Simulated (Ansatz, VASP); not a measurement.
## One calculation of Se, two programs

```xyz
1
Lattice="0.0000 2.2175 2.2175 2.2175 0.0000 2.2175 2.2175 2.2175 0.0000" Properties=species:S:1:pos:R:3 pbc="T T T"
Se    0.0000    0.0000    0.0000
```

Alike in both runs: task relaxation of cell and atoms; functional PBE; k mesh 12 × 12 × 12; occupations fermi-dirac, width 0.1 eV; no spin polarisation.

|  | VASP | Ansatz |
| --- | --- | --- |
| version | VASP 6.6.1 | Ansatz 0.2.0 |
| potentials or method | VASP PAW PBE potentials, release 64 (Se), cutoff 600 eV | plane waves (420 eV) with PAW, scalar-relativistic |
| valence electrons in the cell | 6 | 16 |

|  | VASP | Ansatz | Ansatz less VASP |
| --- | --- | --- | --- |
| relaxed volume (Å³/atom) | 20.44 | 20.44 | +0.001 |
| relaxed length of the cell vector where the two differ most in proportion (Å) | 3.069 | 3.069 | 0.0000 |

VASP's potentials hold 6 valence electrons a cell and Ansatz's 16, so a difference there can come from the potentials and not from the codes.
